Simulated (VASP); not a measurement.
# Ag2O (Pn-3m) in VASP: notebook

Aim: see how the results for Ag2O move with the level of theory and the settings. Levels: PBEsol, LDA. Tasks: relaxation of cell and atoms.

Program: VASP 6.6.1. These are calculated values, not measurements. Logs are shortened: lines on timing, memory, paths and dates and some standing lists are left out, and cuts for length are marked.

### Step 1. The cell of the first run

It takes space group Pn-3m (No. 224, cubic). The conventional cell has a = 4.812 Å, b = 4.812 Å, c = 4.812 Å, α = 90.00°, β = 90.00°, γ = 90.00°. Ag (site symmetry -3m) has 2 O at 2.08 Å within 2.8 Å. Within 2.8 Å of O (site symmetry -43m) lie 4 Ag at 2.08 Å.

### Step 2. Relaxation of cell and atoms, PBEsol

INCAR

```
SYSTEM = Ag2O
PREC = Accurate
ENCUT = 600
EDIFF = 1E-7
ISMEAR = -1
SIGMA = 0.02
LREAL = .False.
LASPH = .True.
NELM = 120
ALGO = Normal
ISIF = 3
LWAVE = .False.
LCHARG = .False.
GGA = PS
IBRION = 2
NSW = 80
EDIFFG = -0.005
GGA_COMPAT = .False.
NELMIN = 4
```

KPOINTS

```
regular mesh
0
Gamma
  6 6 6
  0 0 0
```

POSCAR

```
Ag2O
1.0
    4.8121368701      0.0000000000      0.0000000000
    0.0000000000      4.8121368701      0.0000000000
    0.0000000000      0.0000000000      4.8121368701
Ag O
4 2
Direct
    0.2500000000      0.2500000000      0.2500000000
    0.2500000000      0.7500000000      0.7500000000
    0.7500000000      0.7500000000      0.2500000000
    0.7500000000      0.2500000000      0.7500000000
    0.0000000000      0.0000000000      0.0000000000
    0.5000000000      0.5000000000      0.5000000000
```

Potentials or basis: VASP PAW PBE potentials, release 64 (Ag, O).

Started as:

```bash
$ cat potpaw_PBE.64/Ag/POTCAR potpaw_PBE.64/O/POTCAR > POTCAR
$ mpirun -np 1 vasp_std > vasp.out
```

OUTCAR:

```text
SYSTEM = Ag2O
   PREC = Accurate
   ENCUT = 600
   EDIFF = 1E-7
   ISMEAR = -1
   LREAL = .False.
   LASPH = .True.
   NELM = 120
   ISIF = 3
   GGA = PS
   IBRION = 2
   NSW = 80
   EDIFFG = -0.005
   NELMIN = 4

 ion  position               nearest neighbor table
   1  0.250  0.250  0.250-   5 2.08   6 2.08   4 3.40   2 3.40   3 3.40   2 3.40   4 3.40   2 3.40
                             3 3.40   2 3.40   3 3.40   4 3.40   4 3.40   3 3.40
   2  0.250  0.750  0.750-   5 2.08   6 2.08   4 3.40   1 3.40   3 3.40   1 3.40   3 3.40   1 3.40
                             4 3.40   1 3.40   3 3.40   4 3.40   3 3.40   4 3.40
   3  0.750  0.750  0.250-   5 2.08   6 2.08   4 3.40   1 3.40   2 3.40   2 3.40   4 3.40   1 3.40
                             4 3.40   4 3.40   1 3.40   2 3.40   2 3.40   1 3.40
   4  0.750  0.250  0.750-   5 2.08   6 2.08   3 3.40   1 3.40   2 3.40   1 3.40   3 3.40   2 3.40
                             3 3.40   3 3.40   1 3.40   2 3.40   1 3.40   2 3.40
   5  0.000  0.000  0.000-   1 2.08   2 2.08   3 2.08   4 2.08
   6  0.500  0.500  0.500-   1 2.08   2 2.08   3 2.08   4 2.08

  LATTYP: Found a simple cubic cell.
 ALAT       =     4.8121368701

  Lattice vectors:

 A1 = (   4.8121368701,   0.0000000000,   0.0000000000)
 A2 = (   0.0000000000,   4.8121368701,   0.0000000000)
 A3 = (   0.0000000000,   0.0000000000,   4.8121368701)

Analysis of symmetry for initial positions (statically):
=====================================================================
 Subroutine PRICEL returns:
 Original cell was already a primitive cell.

 Routine SETGRP: Setting up the symmetry group for a
 simple cubic supercell.

 Subroutine GETGRP returns: Found 48 space group operations
 (whereof 24 operations were pure point group operations)
 out of a pool of 48 trial point group operations.

The static configuration has the point symmetry T_d .
 The point group associated with its full space group is O_h .

Analysis of symmetry for dynamics (positions and initial velocities):
=====================================================================
 Subroutine PRICEL returns:
 Original cell was already a primitive cell.

 Routine SETGRP: Setting up the symmetry group for a
 simple cubic supercell.

 Subroutine GETGRP returns: Found 48 space group operations
 (whereof 24 operations were pure point group operations)
 out of a pool of 48 trial point group operations.

The dynamic configuration has the point symmetry T_d .
 The point group associated with its full space group is O_h .

 Subroutine INISYM returns: Found 48 space group operations
 (whereof 24 operations are pure point group operations),
 and found     1 'primitive' translations

----------------------------------------------------------------------------------------

                                     Primitive cell

  volume of cell :     111.4330

  direct lattice vectors                    reciprocal lattice vectors
     4.812136870  0.000000000  0.000000000     0.207807888  0.000000000  0.000000000
     0.000000000  4.812136870  0.000000000     0.000000000  0.207807888  0.000000000
     0.000000000  0.000000000  4.812136870     0.000000000  0.000000000  0.207807888

  length of vectors
     4.812136870  4.812136870  4.812136870     0.207807888  0.207807888  0.207807888

  position of ions in fractional coordinates (direct lattice)
     0.250000000  0.250000000  0.250000000
     0.250000000  0.750000000  0.750000000
     0.750000000  0.750000000  0.250000000
     0.750000000  0.250000000  0.750000000
     0.000000000  0.000000000  0.000000000
     0.500000000  0.500000000  0.500000000

  ion indices of the primitive-cell ions
   primitive index   ion index
                 1           1
                 2           2
                 3           3
                 4           4
                 5           5
                 6           6

----------------------------------------------------------------------------------------

 KPOINTS: regular mesh

Automatic generation of k-mesh.
 Grid dimensions read from file:
 generate k-points for:    6    6    6

 Generating k-lattice:

  Cartesian coordinates                     Fractional coordinates (reciprocal lattice)
     0.034634648  0.000000000  0.000000000     0.166666667  0.000000000  0.000000000
     0.000000000  0.034634648  0.000000000     0.000000000  0.166666667  0.000000000
     0.000000000  0.000000000  0.034634648     0.000000000  0.000000000  0.166666667

  Length of vectors
     0.034634648  0.034634648  0.034634648

  Shift w.r.t. Gamma in fractional coordinates (k-lattice)
     0.000000000  0.000000000  0.000000000

 Subroutine IBZKPT returns following result:
 ===========================================

 Found     20 irreducible k-points:

 Following reciprocal coordinates:
            Coordinates               Weight
  0.000000  0.000000  0.000000      1.000000
  0.166667  0.000000  0.000000      6.000000
  0.333333  0.000000  0.000000      6.000000
  0.500000  0.000000  0.000000      3.000000
  0.166667  0.166667  0.000000     12.000000
  0.333333  0.166667  0.000000     24.000000
[... 12 lines left out ...]
  0.500000  0.500000  0.333333      6.000000
  0.500000  0.500000  0.500000      1.000000
   k-points           NKPTS =     20   k-points in BZ     NKDIM =     20   number of bands    NBANDS=     33
   number of dos      NEDOS =    301   number of ions     NIONS =      6
   total plane-waves  NPLWV =  64000
   dimension x,y,z NGX =    40 NGY =   40 NGZ =   40
   dimension x,y,z NGXF=    80 NGYF=   80 NGZF=   80
   ions per type =               4   2
   NGX,Y,Z   is equivalent  to a cutoff of  13.82, 13.82, 13.82 a.u.
   NGXF,Y,Z  is equivalent  to a cutoff of  27.64, 27.64, 27.64 a.u.
 SYSTEM =  Ag2O
   PREC   = accura    normal or accurate (medium, high low for compatibility)
   ISTART =      0    job   : 0-new  1-cont  2-samecut
   ICHARG =      2    charge: 1-file 2-atom 10-const
   ISPIN  =      1    spin polarized calculation?
   LNONCOLLINEAR =      F non collinear calculations
   LSORBIT =      F    spin-orbit coupling
   LASPH  =      T    aspherical Exc in radial PAW
   ENCUT  =  600.0 eV  44.10 Ry    6.64 a.u.   9.61  9.61  9.61*2*pi/ulx,y,z
   NELM   =    120;   NELMIN=  4; NELMDL= -5     # of ELM steps
   EDIFF  = 0.1E-06   stopping-criterion for ELM
   LREAL  =      F    real-space projection
   EDIFFG = -.5E-02   stopping-criterion for IOM
   NSW    =     80    number of steps for IOM
   IBRION =      2    ionic relax: 0-MD 1-quasi-New 2-CG
   NFREE  =      1    steps in history (QN), initial steepest desc. (CG)
   ISIF   =      3    stress and relaxation
   ISYM   =      2    0-nonsym 1-usesym 2-fastsym
   POTIM  = 0.5000    time-step for ionic-motion
   TEBEG  =    0.0;   TEEND  =   0.0 temperature during run
   PSTRESS=    0.0 pullay stress
   NELECT =      56.0000    total number of electrons
   NUPDOWN=      -1.0000    fix difference up-down
   EMIN   =  10.00;   EMAX   =-10.00  energy-range for DOS
   EFERMI =   0.00;   METHOD = LEGACY
   ISMEAR =    -1;   SIGMA  =   0.02  broadening in eV -4-tet -1-fermi 0-gaus
   EFERMI_NEDOS =   21; number of points for ismear=-14 and -15
   IALGO  =     38    algorithm
   IMIX   =      4    mixing-type and parameters
     AMIX     =   0.40;   BMIX     =  1.00
     AMIX_MAG =   1.60;   BMIX_MAG =  1.00
  volume/ion in A,a.u.               =      18.57       125.33
  Fermi-wavevector in a.u.,A,eV,Ry     =   1.301566  2.459603 23.049277  1.694074
  Thomas-Fermi vector in A             =   2.432691
   LORBIT       =      0    0 simple, 1 ext, 2 COOP (PROOUT), +10 PAW based schemes
   GGA     = PS    functional components
   LHFCALC =     F    Hartree Fock is set to
   AEXX    =    0.0000 exact exchange contribution
   IVDW    =     0    specifies the selected vdW correction
   LEPSILON=     F    determine dielectric tensor
   LRPA    =     F    only Hartree local field effects (RPA)
 conjugate gradient relaxation of ions
 non-spin polarized calculation
  energy-cutoff  :      600.00
  volume of cell :      111.43
 maximum number of plane-waves:      3771
 NGX is ok and might be reduce to    40
   NGX = 19   NGY = 19   NGZ = 19

--------------------------------------- Ionic step        1  -------------------------------------------

 number of electron      55.9999978 magnetization

 Free energy of the ion-electron system (eV)
  ---------------------------------------------------
  ext. energy  EPLUGINS =         0.00000000
  ---------------------------------------------------
  free energy    TOTEN  =       -23.85124718 eV

  energy without entropy =      -23.85079233  energy(sigma->0) =      -23.85101976

 E-fermi :   3.8416     XC(G=0): -10.4636

 val. band max:        3.8244375798   @ k =   0.0000   0.0000   0.0000
 cond. band min:       4.0595322839   @ k =   0.1667   0.0000   0.0000
 fundamental gap:      0.2350947040
 Fermi energy:         3.8415922035

 k-point     1 :       0.0000    0.0000    0.0000
  band No.  band energies     occupation
      1     -14.5385      2.00000
      2     -13.9426      2.00000
      3      -2.5867      2.00000
      4      -2.5867      2.00000
      5      -2.5867      2.00000
      6      -0.4750      2.00000
[... 771 lines left out ...]
 POSITION                                       TOTAL-FORCE (eV/Angst)
 -----------------------------------------------------------------------------------
      1.16877      1.16877      1.16877        -0.000000      0.000000     -0.000000
      1.16877      3.50632      3.50632         0.000000      0.000000     -0.000000
      3.50632      3.50632      1.16877         0.000000     -0.000000      0.000000
      3.50632      1.16877      3.50632        -0.000000     -0.000000      0.000000
      0.00000      4.67510      4.67510         0.000000     -0.000000     -0.000000
      2.33755      2.33755      2.33755        -0.000000     -0.000000     -0.000000
 -----------------------------------------------------------------------------------
    total drift:                                0.000000      0.000000     -0.000000

  FREE ENERGIE OF THE ION-ELECTRON SYSTEM (eV)
  ---------------------------------------------------
  free  energy   TOTEN  =       -23.9692004985 eV

  energy  without entropy=      -23.9687996787  energy(sigma->0) =      -23.96900009

--------------------------------------- Ionic step        3  -------------------------------------------

 number of electron      56.0000034 magnetization

 Free energy of the ion-electron system (eV)
  ---------------------------------------------------
  ext. energy  EPLUGINS =         0.00000000
  ---------------------------------------------------
  free energy    TOTEN  =       -23.97822084 eV

  energy without entropy =      -23.97776105  energy(sigma->0) =      -23.97799094

 E-fermi :   4.6977     XC(G=0): -10.8459

 val. band max:        4.6774359657   @ k =   0.0000   0.0000   0.0000
 cond. band min:       5.0011520803   @ k =   0.1667   0.0000   0.0000
 fundamental gap:      0.3237161146
 Fermi energy:         4.6976856315

 k-point     1 :       0.0000    0.0000    0.0000
  band No.  band energies     occupation
      1     -14.3083      2.00000
      2     -13.5782      2.00000
      3      -2.3991      2.00000
      4      -2.3991      2.00000
      5      -2.3991      2.00000
      6      -0.1094      2.00000
[... 731 lines left out ...]
 POSITION                                       TOTAL-FORCE (eV/Angst)
 -----------------------------------------------------------------------------------
      1.17561      1.17561      1.17561        -0.000000      0.000000      0.000000
      1.17561      3.52684      3.52684         0.000000      0.000000     -0.000000
      3.52684      3.52684      1.17561         0.000000     -0.000000     -0.000000
      3.52684      1.17561      3.52684        -0.000000     -0.000000      0.000000
      0.00000      0.00000     -0.00000         0.000000      0.000000     -0.000000
      2.35123      2.35123      2.35123         0.000000      0.000000     -0.000000
 -----------------------------------------------------------------------------------
    total drift:                                0.000000     -0.000000     -0.000000

  FREE ENERGIE OF THE ION-ELECTRON SYSTEM (eV)
  ---------------------------------------------------
  free  energy   TOTEN  =       -23.9782208416 eV

  energy  without entropy=      -23.9777610470  energy(sigma->0) =      -23.97799094

 reached required accuracy - stopping structural energy minimisation
```

It used 140 s of CPU time on 1 thread of Intel(R) Xeon(R) Platinum 8488C (Sapphire Rapids), with other jobs on the host.

Results:

```yaml
Free_energy: -23.9782 eV
Relaxed_volume: 17.33 Å³/atom
Relaxed_cell: a = 4.702 Å, b = 4.702 Å, c = 4.702 Å, α = 90.00°, β = 90.00°, γ = 90.00°
Space_group_after_relaxing_to_0.05_Å: Pn-3m (No. 224)
Energy_gained_by_relaxing: 21.2 meV/atom
Ionic_steps: 3
Pressure_after_relaxing: 0.0 GPa
```

Step by step:
```
step  energy change (eV)  largest force (eV/Å)  pressure (GPa)  volume (Å³)
   1              0.0000                0.0000           -5.09       111.43
   2             -0.1180                0.0000            1.63       102.18
   3             -0.1270                0.0000            0.01       103.99
```

Final structure:
```
Ag O
1.0
     4.70245    0.00000    0.00000
     0.00000    4.70245    0.00000
     0.00000    0.00000    4.70245
Ag O
4 2
Direct
  0.25000 0.25000 0.25000
  0.25000 0.75000 0.75000
  0.75000 0.75000 0.25000
  0.75000 0.25000 0.75000
  0.00000 0.00000 0.00000
  0.50000 0.50000 0.50000
```

Levels at points of the mesh, in eV from the Fermi level:
| k point | band 24 | band 25 | band 26 | band 27 | band 28 | band 29 | band 30 | band 31 | band 32 | band 33 |
| --- | --- | --- | --- | --- | --- | --- | --- | --- | --- | --- |
| (0.00, 0.00, 0.00) | -2.68 | -2.68 | -0.02 | -0.02 | -0.02 | -0.02 | 1.85 | 1.85 | 7.25 | 7.25 |
| (0.50, 0.00, 0.00) | -2.74 | -1.69 | -1.69 | -0.51 | -0.51 | 2.03 | 2.03 | 4.63 | 4.63 | 6.90 |
| (0.50, 0.50, 0.00) | -2.07 | -1.70 | -1.70 | -0.87 | -0.87 | 1.99 | 1.99 | 3.68 | 3.68 | 6.70 |
| (0.50, 0.50, 0.50) | -2.76 | -1.78 | -0.73 | -0.73 | -0.73 | 2.41 | 2.41 | 2.41 | 4.84 | 4.84 |

Caveat: the PAW data sets were made with another functional, which shifts forces and pressure a little.

### Step 3. Relaxation of cell and atoms, LDA

INCAR

```
PREC = Accurate ; ENCUT = 600
EDIFF = 1E-7 ; ISMEAR = -1
SIGMA = 0.02 ; LREAL = False
LASPH = True ; NELM = 120
ALGO = Normal ; ISIF = 3
LWAVE = False ; LCHARG = False
GGA = CA ; IBRION = 2
NSW = 80 ; EDIFFG = -0.005
GGA_COMPAT = False ; NELMIN = 4
```

KPOINTS

```
Automatic mesh
0
Gamma
  6 6 6
```

POSCAR is that of step 2.

Potentials or basis: VASP PAW LDA potentials, release 64 (Ag, O).

Started as:

```bash
$ cat potpaw_LDA.64/Ag/POTCAR potpaw_LDA.64/O/POTCAR > POTCAR
$ mpirun -np 1 vasp_std > vasp.out
```

It used 130 s of CPU time on 1 thread of Intel(R) Xeon(R) Platinum 8488C (Sapphire Rapids), with other jobs on the host.

The run converged. Its results:

| Item | Value |
| --- | --- |
| Free energy | -26.6972 eV |
| Relaxed volume | 16.62 Å³/atom |
| Relaxed cell | a = 4.638 Å, b = 4.638 Å, c = 4.638 Å, α = 90.00°, β = 90.00°, γ = 90.00° |
| Space group after relaxing (to 0.05 Å) | Pn-3m (No. 224) |
| Energy gained by relaxing | 58.6 meV/atom |
| Ionic steps | 3 |
| Pressure after relaxing | 0.0 GPa |
| Band gap on the k mesh | 0.12 eV, direct |

Step by step:
```tsv
step	energy change (eV)	largest force (eV/Å)	pressure (GPa)	volume (Å³)
1	0.0000	0.0000	-8.60	111.43
2	-0.3058	0.0000	4.21	96.12
3	-0.3516	0.0000	0.00	99.74
```

Final structure:
```
Ag O
1.0
     4.63760    0.00000    0.00000
     0.00000    4.63760    0.00000
     0.00000    0.00000    4.63760
Ag O
4 2
Direct
  0.25000 0.25000 0.25000
  0.25000 0.75000 0.75000
  0.75000 0.75000 0.25000
  0.75000 0.25000 0.75000
  0.00000 0.00000 0.00000
  0.50000 0.50000 0.50000
```

Levels at points of the mesh, in eV from the valence-band top:
```tsv
k point	band 25	band 26	band 27	band 28	band 29	band 30	band 31	band 32
(0.00, 0.00, 0.00)	-2.76	0.00	0.00	0.00	0.12	1.69	1.69	7.42
(0.50, 0.00, 0.00)	-1.77	-1.77	-0.53	-0.53	2.12	2.12	4.60	4.60
(0.50, 0.50, 0.00)	-1.78	-1.78	-0.91	-0.91	2.00	2.00	3.72	3.72
(0.50, 0.50, 0.50)	-1.76	-0.75	-0.75	-0.75	2.29	2.29	2.29	4.95
```

Caveat: the volume moved by -10 % from the deposited cell, more than functionals usually miss.
